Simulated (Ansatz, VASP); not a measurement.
**One calculation of Ca3Y, two programs**

```
Ca Y
1.0
     5.53627    0.00000    0.00000
     0.00000    5.53627    0.00000
     0.00000    0.00000    5.53627
Ca Y
3 1
Direct
  0.00000 0.50000 0.50000
  0.50000 0.00000 0.50000
  0.50000 0.50000 0.00000
  0.00000 0.00000 0.00000
```

Alike in both runs: task single point; functional LDA; k mesh 5 × 5 × 5; no spin polarisation.

```csv
,VASP,Ansatz
version,VASP 6.6.1,Ansatz 0.2.0
potentials or method,"VASP PAW LDA potentials, release 64 (Ca_sv, Y_sv), cutoff 520 eV","plane waves, PAW"
occupations,"methfessel-paxton of order 1, width 0.1 eV","cold, width 0.1 eV"
valence electrons in the cell,41,41
```

```csv
,VASP,Ansatz,Ansatz less VASP
pressure (GPa),-3.2,-3.2,-0.03
```

LDA's correlation is that of Perdew and Zunger in VASP and of Perdew and Wang (1992) in Ansatz.
